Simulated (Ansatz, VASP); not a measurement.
# One calculation of AlN, two programs

File INCAR:

```
SYSTEM = AlN
PREC     = Accurate       ! precision mode
ENCUT    = 520            ! plane-wave cutoff, eV
EDIFF    = 1E-6           ! SCF threshold, eV
ISMEAR   = 0              ! smearing method
SIGMA    = 0.05           ! smearing width, eV
LREAL    = .False.        ! projectors in reciprocal space
LASPH    = .True.         ! aspherical terms in the spheres
NELM     = 60             ! most SCF steps
ALGO     = Normal         ! electronic algorithm
ISIF     = 2              ! what is computed and relaxed
LWAVE    = .False.        ! write WAVECAR
LCHARG   = .True.         ! write CHGCAR
GGA      = PS             ! functional
LELF     = .True.         ! ELF
LVHAR    = .True.       
NBANDS   = 11             ! bands
```

The input KPOINTS:

```
Automatic mesh
0
Gamma
  10 10 10
  0 0 0
```

POSCAR

```
AlN
1.0
    0.0000000000      2.1886566781      2.1886566781
    2.1886566781      0.0000000000      2.1886566781
    2.1886566781      2.1886566781      0.0000000000
Al N
1 1
Direct
   -0.0045066557      0.0045066557      0.0045066557
    0.7586811240      0.7413188760      0.7413188760
```

Input for Ansatz:

```yaml
crystal:
  lattice:
    - [0.0, 2.1886566781, 2.1886566781]
    - [2.1886566781, 0.0, 2.1886566781]
    - [2.1886566781, 2.1886566781, 0.0]
  atoms:
    - { symbol: Al, position: [-0.0045066557, 0.0045066557, 0.0045066557] }
    - { symbol: "N", position: [0.758681124, 0.741318876, 0.741318876] }
basis:
  ecutwfc: 520.0
kpoints:
  mp_grid: { grid: [10, 10, 10] }
hamiltonian:
  xc: pbesol
  pseudopotentials: { kind: paw, azcp: { folder: soft_1 } }
scf:
  occupations: { method: gaussian, width: 0.05 }
output:
  forces: true
  stress: true
  eigenvalues: true
```

Change from the starting cell: mode 4 frozen in at -0.038 Å, strain +e along z and -e/2 along x and y +0.0000.

Alike in both runs: task single point; functional PBEsol; k mesh 10 × 10 × 10; occupations gaussian, width 0.05 eV; no spin polarisation.

|  | VASP | Ansatz |
| --- | --- | --- |
| version | VASP 6.6.1 | Ansatz 0.2.0 |
| potentials or method | VASP PAW PBE potentials, release 64 (Al, N), cutoff 520 eV | scalar-relativistic, plane waves, PAW |
| valence electrons in the cell | 8 | 8 |

```csv
,VASP,Ansatz,Ansatz less VASP
gap on the k mesh at the Fermi level (eV),3.03,3.04,+0.007
least direct gap on the mesh (eV),3.92,3.91,-0.016
pressure (GPa),0.4,0.4,-0.02
"traceless stress, the component that is largest in VASP (GPa)",-4.01,-3.94,+0.062
rms of the force components (eV/Å),0.478,0.475,-0.0036
```

VASP's potentials were made for PBE, not for PBEsol, and Ansatz warns of the same on its side. Atom by atom the forces differ by 0.004 eV/Å (rms over components). With one functional, cell and mesh, what is left measures potentials, basis and numerics.
